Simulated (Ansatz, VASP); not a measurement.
C: VASP beside Ansatz

The input INCAR:

```
SYSTEM = C
PREC     = Accurate       ! precision mode
ENCUT    = 600            ! plane-wave cutoff, eV
EDIFF    = 1E-6           ! SCF threshold, eV
ISMEAR   = 0              ! smearing method
SIGMA    = 0.1            ! smearing width, eV
LREAL    = .FALSE.        ! projectors in reciprocal space
LASPH    = .TRUE.         ! aspherical terms in the spheres
NELM     = 120            ! most SCF steps
ALGO     = Normal         ! electronic algorithm
ISIF     = 2              ! what is computed and relaxed
LWAVE    = .FALSE.        ! write WAVECAR
LCHARG   = .TRUE.         ! write CHGCAR
GGA      = PE             ! functional
LELF     = .TRUE.         ! ELF
LVHAR    = .TRUE.       
NBANDS   = 36             ! bands
GGA_COMPAT= .FALSE.
```

KPOINTS

```
regular mesh
0
G
  6 6 6
  0 0 0
```

Contents of POSCAR:

```
C
1.0
   -2.4821496100      2.4821496100      2.4821496100
    2.4821496100     -2.4821496100      2.4821496100
    2.4821496100      2.4821496100     -2.4821496100
C
12
Direct
    0.1250000000      0.7500000000      0.8750000000
    0.7500000000      0.3750000000      0.6250000000
    0.6250000000      0.3750000000      0.2500000000
    0.7500000000      0.8750000000      0.1250000000
    0.1250000000      0.8750000000      0.2500000000
    0.2500000000      0.1250000000      0.8750000000
    0.8750000000      0.1250000000      0.7500000000
    0.3750000000      0.6250000000      0.7500000000
    0.3750000000      0.2500000000      0.6250000000
    0.8750000000      0.2500000000      0.1250000000
    0.2500000000      0.6250000000      0.3750000000
    0.6250000000      0.7500000000      0.3750000000
```

Input for Ansatz:

```yaml
crystal:
  lattice:
    - [-2.48214961, 2.48214961, 2.48214961]
    - [2.48214961, -2.48214961, 2.48214961]
    - [2.48214961, 2.48214961, -2.48214961]
  atoms:
    - { symbol: C, position: [0.125, 0.75, 0.875] }
    - { symbol: C, position: [0.75, 0.375, 0.625] }
    - { symbol: C, position: [0.625, 0.375, 0.25] }
    - { symbol: C, position: [0.75, 0.875, 0.125] }
    - { symbol: C, position: [0.125, 0.875, 0.25] }
    - { symbol: C, position: [0.25, 0.125, 0.875] }
    - { symbol: C, position: [0.875, 0.125, 0.75] }
    - { symbol: C, position: [0.375, 0.625, 0.75] }
    - { symbol: C, position: [0.375, 0.25, 0.625] }
    - { symbol: C, position: [0.875, 0.25, 0.125] }
    - { symbol: C, position: [0.25, 0.625, 0.375] }
    - { symbol: C, position: [0.625, 0.75, 0.375] }
basis:
  ecutwfc: 420
kpoints:
  mp_grid: { grid: [6, 6, 6] }
hamiltonian:
  xc: pbe
scf:
  occupations: { method: gaussian, width: 0.1 }
  lower_state_search: "off"
output:
  forces: true
  stress: true
  eigenvalues: true
```

Alike in both runs: task single point; functional PBE; k mesh 6 × 6 × 6; occupations gaussian, width 0.1 eV; no spin polarisation.

```csv
,VASP,Ansatz
version,VASP 6.6.1,Ansatz 0.2.0
potentials or method,"VASP PAW PBE potentials, release 64 (C), cutoff 600 eV","scalar-relativistic, plane waves, PAW"
valence electrons in the cell,48,48
```

Ansatz gave:

```
gap on the k mesh at the Fermi level (eV) : 1.69
least direct gap on the mesh (eV)         : 1.69
```

**Question.** Which values does VASP return?

**Answer.** gap on the k mesh at the Fermi level (eV): 1.67; least direct gap on the mesh (eV): 1.67.
